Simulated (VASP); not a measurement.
# CdS (I4mm) in VASP: further runs

Runs on CdS. Level: r2SCAN. Tasks: single point.

All numbers are computed with VASP 6.6.1; they aren't measurements. Logs are shortened: lines on timing, memory, paths and dates and some standing lists are left out, and cuts for length are marked.

## Step 1: The cell of the first run

It takes space group I4mm (No. 107, tetragonal). The conventional cell has a = 3.953 Å, b = 3.953 Å, c = 5.590 Å, α = 90.00°, β = 90.00°, γ = 90.00°. Cd (site symmetry 4mm) has 6 S at 2.58 to 3.01 Å within 3.4 Å. S (site symmetry 4mm) has 6 Cd at 2.58 to 3.01 Å within 3.4 Å.

## Step 2: Single point, r2SCAN

Input file POSCAR:

```
CdS
1.0
    0.0000000000      2.7950788809      2.7950788809
    2.7950788809      0.0000000000      2.7950788809
    2.7950788809      2.7950788809      0.0000000000
Cd S
1 1
Direct
   -0.0084923707      0.0084923707      0.0084923707
    0.5297773349      0.4702226651      0.4702226651
```

Input file INCAR.step1:

```
ALGO     = Normal         # electronic algorithm
EDIFF    = 1E-4           # SCF threshold, eV
ENCUT    = 520            # plane-wave cutoff, eV
GGA      = PE             # functional
ISMEAR   = 0              # smearing method
LASPH    = T              # aspherical terms in the spheres
LCHARG   = F              # write CHGCAR
LREAL    = F              # projectors in reciprocal space
LWAVE    = T              # write WAVECAR
NBANDS   = 16             # bands
NELM     = 60             # most SCF steps
PREC     = Accurate       # precision mode
SIGMA    = 0.05           # smearing width, eV
```

Input file INCAR.step2:

```
ALGO     = Normal         # electronic algorithm
EDIFF    = 1E-6           # SCF threshold, eV
ENCUT    = 520            # plane-wave cutoff, eV
ISIF     = 2              # what is computed and relaxed
ISMEAR   = 0              # smearing method
ISTART   = 1            
LASPH    = T              # aspherical terms in the spheres
LCHARG   = T              # write CHGCAR
LELF     = T              # ELF
LMIXTAU  = T            
LREAL    = F              # projectors in reciprocal space
LVHAR    = T            
LWAVE    = F              # write WAVECAR
METAGGA  = R2SCAN         # meta-GGA
NBANDS   = 16             # bands
NELM     = 60             # most SCF steps
PREC     = Accurate       # precision mode
SIGMA    = 0.05           # smearing width, eV
```

Input file KPOINTS:

```
k-points
0
Gamma
  8 8 8
```

Potentials or basis: VASP PAW PBE potentials, release 64 (Cd, S).

Run with:

```
cat potpaw_PBE.64/Cd/POTCAR potpaw_PBE.64/S/POTCAR > POTCAR
cp INCAR.step1 INCAR
mpirun -np 1 vasp_std > vasp.out
cp INCAR.step2 INCAR
mpirun -np 1 vasp_std > vasp.out
```

OUTCAR:

```text
EDIFF = 1E-6
   ENCUT = 520
   ISIF = 2
   ISMEAR = 0
   ISTART = 1
   LASPH = T
   LREAL = F
   METAGGA = R2SCAN
   NELM = 60
   PREC = Accurate

 ion  position               nearest neighbor table
   1  0.992  0.008  0.008-   2 2.58   2 2.80   2 2.80   2 2.80   2 2.80   2 3.01
   2  0.530  0.470  0.470-   1 2.58   1 2.80   1 2.80   1 2.80   1 2.80   1 3.01

  LATTYP: Found a face centered cubic cell.
 ALAT       =     5.5901577618

  Lattice vectors:

 A1 = (   0.0000000000,   2.7950788809,   2.7950788809)
 A2 = (   2.7950788809,   0.0000000000,   2.7950788809)
 A3 = (   2.7950788809,   2.7950788809,   0.0000000000)

Analysis of symmetry for initial positions (statically):
=====================================================================
 Subroutine PRICEL returns:
 Original cell was already a primitive cell.

 Routine SETGRP: Setting up the symmetry group for a
 face centered cubic supercell.

 Subroutine GETGRP returns: Found  8 space group operations
 (whereof  8 operations were pure point group operations)
 out of a pool of 48 trial point group operations.

The static configuration has the point symmetry C_4v.

Analysis of symmetry for dynamics (positions and initial velocities):
=====================================================================
 Subroutine PRICEL returns:
 Original cell was already a primitive cell.

 Routine SETGRP: Setting up the symmetry group for a
 face centered cubic supercell.

 Subroutine GETGRP returns: Found  8 space group operations
 (whereof  8 operations were pure point group operations)
 out of a pool of 48 trial point group operations.

The dynamic configuration has the point symmetry C_4v.

 Subroutine INISYM returns: Found  8 space group operations
 (whereof  8 operations are pure point group operations),
 and found     1 'primitive' translations

----------------------------------------------------------------------------------------

                                     Primitive cell

  volume of cell :      43.6729

  direct lattice vectors                    reciprocal lattice vectors
     0.000000000  2.795078881  2.795078881    -0.178885828  0.178885828  0.178885828
     2.795078881  0.000000000  2.795078881     0.178885828 -0.178885828  0.178885828
     2.795078881  2.795078881  0.000000000     0.178885828  0.178885828 -0.178885828

  length of vectors
     3.952838461  3.952838461  3.952838461     0.309839343  0.309839343  0.309839343

  position of ions in fractional coordinates (direct lattice)
     0.991507629  0.008492371  0.008492371
     0.529777335  0.470222665  0.470222665

  ion indices of the primitive-cell ions
   primitive index   ion index
                 1           1
                 2           2

----------------------------------------------------------------------------------------

 KPOINTS: k-points

Automatic generation of k-mesh.
 Grid dimensions read from file:
 generate k-points for:    8    8    8

 Generating k-lattice:

  Cartesian coordinates                     Fractional coordinates (reciprocal lattice)
    -0.022360729  0.022360729  0.022360729     0.125000000  0.000000000  0.000000000
     0.022360729 -0.022360729  0.022360729     0.000000000  0.125000000  0.000000000
     0.022360729  0.022360729 -0.022360729     0.000000000  0.000000000  0.125000000

  Length of vectors
     0.038729918  0.038729918  0.038729918

  Shift w.r.t. Gamma in fractional coordinates (k-lattice)
     0.000000000  0.000000000  0.000000000

 Subroutine IBZKPT returns following result:
 ===========================================

 Found     59 irreducible k-points:

 Following reciprocal coordinates:
            Coordinates               Weight
  0.000000  0.000000  0.000000      1.000000
  0.125000  0.000000  0.000000      8.000000
  0.250000  0.000000  0.000000      8.000000
  0.375000  0.000000  0.000000      8.000000
  0.500000  0.000000  0.000000      4.000000
  0.125000  0.125000  0.000000      4.000000
[... 16 lines left out ...]
  0.000000  0.375000  0.250000      8.000000
  0.500000  0.250000  0.000000     16.000000
 [... further k-points ...]
   k-points           NKPTS =     59   k-points in BZ     NKDIM =     59   number of bands    NBANDS=     16
   number of dos      NEDOS =    301   number of ions     NIONS =      2
   total plane-waves  NPLWV =  27000
   dimension x,y,z NGX =    30 NGY =   30 NGZ =   30
   dimension x,y,z NGXF=    60 NGYF=   60 NGZF=   60
   ions per type =               1   1
   NGX,Y,Z   is equivalent  to a cutoff of  12.62, 12.62, 12.62 a.u.
   NGXF,Y,Z  is equivalent  to a cutoff of  25.23, 25.23, 25.23 a.u.
 SYSTEM =  unknown system
   PREC   = accura    normal or accurate (medium, high low for compatibility)
   ISTART =      1    job   : 0-new  1-cont  2-samecut
   ICHARG =      0    charge: 1-file 2-atom 10-const
   ISPIN  =      1    spin polarized calculation?
   LNONCOLLINEAR =      F non collinear calculations
   LSORBIT =      F    spin-orbit coupling
   LASPH  =      T    aspherical Exc in radial PAW
   ENCUT  =  520.0 eV  38.22 Ry    6.18 a.u.   7.35  7.35  7.35*2*pi/ulx,y,z
   NELM   =     60;   NELMIN=  2; NELMDL=  0     # of ELM steps
   EDIFF  = 0.1E-05   stopping-criterion for ELM
   LREAL  =      F    real-space projection
   EDIFFG = 0.1E-04   stopping-criterion for IOM
   NSW    =      0    number of steps for IOM
   IBRION =     -1    ionic relax: 0-MD 1-quasi-New 2-CG
   NFREE  =      0    steps in history (QN), initial steepest desc. (CG)
   ISIF   =      2    stress and relaxation
   ISYM   =      2    0-nonsym 1-usesym 2-fastsym
   POTIM  = 0.5000    time-step for ionic-motion
   TEBEG  =    0.0;   TEEND  =   0.0 temperature during run
   PSTRESS=    0.0 pullay stress
   NELECT =      18.0000    total number of electrons
   NUPDOWN=      -1.0000    fix difference up-down
   EMIN   =  10.00;   EMAX   =-10.00  energy-range for DOS
   EFERMI =   0.00;   METHOD = LEGACY
   ISMEAR =     0;   SIGMA  =   0.05  broadening in eV -4-tet -1-fermi 0-gaus
   EFERMI_NEDOS =   21; number of points for ismear=-14 and -15
   IALGO  =     38    algorithm
   IMIX   =      4    mixing-type and parameters
     AMIX     =   0.40;   BMIX     =  1.00
     AMIX_MAG =   1.60;   BMIX_MAG =  1.00
  volume/ion in A,a.u.               =      21.84       147.36
  Fermi-wavevector in a.u.,A,eV,Ry     =   1.218321  2.302292 20.195198  1.484305
  Thomas-Fermi vector in A             =   2.353611
   LORBIT       =      0    0 simple, 1 ext, 2 COOP (PROOUT), +10 PAW based schemes
   METAGGA = R2SCAN    functional components
   LHFCALC =     F    Hartree Fock is set to
   AEXX    =    0.0000 exact exchange contribution
   IVDW    =     0    specifies the selected vdW correction
   LEPSILON=     F    determine dielectric tensor
   LRPA    =     F    only Hartree local field effects (RPA)
 non-spin polarized calculation
 Gauss-broadening in eV      SIGMA  =   0.05
  energy-cutoff  :      520.00
  volume of cell :       43.67
 maximum number of plane-waves:      1243
 NGX is ok and might be reduce to    30
   NGX = 15   NGY = 15   NGZ = 15

 number of electron      18.0000004 magnetization

 Free energy of the ion-electron system (eV)
  ---------------------------------------------------
  ext. energy  EPLUGINS =         0.00000000
  ---------------------------------------------------
  free energy    TOTEN  =       -29.45442622 eV

  energy without entropy =      -29.45442622  energy(sigma->0) =      -29.45442622

 E-fermi :   2.2860     XC(G=0): -10.6035

 val. band max:        2.0304303962   @ k =   0.0000  -0.2500   0.1250
 cond. band min:       2.8334000911   @ k =   0.5000   0.5000   0.0000
 fundamental gap:      0.8029696949
 Fermi energy:         2.2860497306

 k-point     1 :       0.0000    0.0000    0.0000
  band No.  band energies     occupation
      1     -10.8228      2.00000
      2      -5.7624      2.00000
      3      -5.7143      2.00000
      4      -5.7143      2.00000
      5      -5.6859      2.00000
      6      -5.6804      2.00000
[... 8 lines left out ...]
     15      14.0572      0.00000
     16      14.1274      0.00000

 k-point     2 :       0.1250    0.0000    0.0000
  band No.  band energies     occupation
      1     -10.7057      2.00000
      2      -5.7986      2.00000
      3      -5.7327      2.00000
      4      -5.7115      2.00000
      5      -5.6751      2.00000
      6      -5.6710      2.00000
[... 8 lines left out ...]
     15      12.9184      0.00000
     16      13.6747      0.00000

 k-point     3 :       0.2500    0.0000    0.0000
  band No.  band energies     occupation
      1     -10.3968      2.00000
      2      -5.8774      2.00000
      3      -5.8187      2.00000
      4      -5.7370      2.00000
      5      -5.6178      2.00000
      6      -5.6166      2.00000
[... 8 lines left out ...]
     15      13.4072      0.00000
     16      13.5595      0.00000

 k-point     4 :       0.3750    0.0000    0.0000
  band No.  band energies     occupation
      1     -10.0390      2.00000
      2      -5.9376      2.00000
      3      -5.9046      2.00000
      4      -5.8023      2.00000
      5      -5.5575      2.00000
      6      -5.5567      2.00000
[... 8 lines left out ...]
     15      14.6837      0.00000
     16      14.7051      0.00000
[... 324 lines left out ...]
 k-point    22 :       0.3750    0.2500    0.0000
  band No.  band energies     occupation
      1     -10.1494      2.00000
      2      -5.8053      2.00000
      3      -5.7277      2.00000
      4      -5.6694      2.00000
      5      -5.5421      2.00000
      6      -5.5203      2.00000
[... 8 lines left out ...]
     15      15.9674      0.00000
     16      17.0862      0.00000

 k-point    23 :       0.0000    0.3750    0.2500
  band No.  band energies     occupation
      1     -10.1480      2.00000
      2      -5.7644      2.00000
      3      -5.7110      2.00000
      4      -5.6860      2.00000
      5      -5.5501      2.00000
      6      -5.5409      2.00000
[... 8 lines left out ...]
     15      16.0142      0.00000
     16      17.1718      0.00000

 k-point    24 :       0.5000    0.2500    0.0000
  band No.  band energies     occupation
      1      -9.9635      2.00000
      2      -5.8551      2.00000
      3      -5.7571      2.00000
      4      -5.6440      2.00000
      5      -5.5121      2.00000
      6      -5.3767      2.00000
[... 8 lines left out ...]
     15      16.1858      0.00000
     16      17.4297      0.00000

 [... further k-points ...]
[... 5 lines left out ...]
  --------------------------------------------------------------------------------------
  -------------------------------------------------------------------------------------
  Total       -0.3565687     -1.3350221     -1.3350221      0.0000000     -0.0000000      0.0000000
  in kB      -13.0810191    -48.9763990    -48.9763990      0.0000000     -0.0000000      0.0000000
  external PRESSURE =     -37.0112724 kB  Pullay stress =       0.0000000 kB

 VOLUME and BASIS-vectors are now :
 -----------------------------------------------------------------------------
  energy-cutoff  :      520.00
  volume of cell :       43.67
      direct lattice vectors                 reciprocal lattice vectors
     0.000000000  2.795078881  2.795078881    -0.178885828  0.178885828  0.178885828
     2.795078881  0.000000000  2.795078881     0.178885828 -0.178885828  0.178885828
     2.795078881  2.795078881  0.000000000     0.178885828  0.178885828 -0.178885828

 POSITION                                       TOTAL-FORCE (eV/Angst)
 -----------------------------------------------------------------------------------
      0.04747      2.79508      2.79508        -0.297956      0.000000      0.000000
      2.62862      2.79508      2.79508         0.297956      0.000000      0.000000
 -----------------------------------------------------------------------------------
    total drift:                               -0.000195      0.000000      0.000000

  FREE ENERGIE OF THE ION-ELECTRON SYSTEM (eV)
  ---------------------------------------------------
  free  energy   TOTEN  =       -29.4544262177 eV

  energy  without entropy=      -29.4544262177  energy(sigma->0) =      -29.45442622
```

It took 2.1 min on 1 thread of AMD EPYC 9R45 (Zen 5), shared host; peak memory 0.16 GiB.

Results:

- Free energy: -29.4544 eV
- Pressure: -3.7 GPa
- Largest force: 0.298 eV/Å
- Band gap on the k mesh: 0.80 eV, indirect (least direct gap 1.81 eV)

Forces on the atoms (eV/Å):
```
Cd  -0.298  0.000  0.000
S    0.298  0.000  0.000
```

Caveat: the PAW data sets were made with another functional, which shifts forces and pressure a little.

(Part 1 of 2 ends here.)
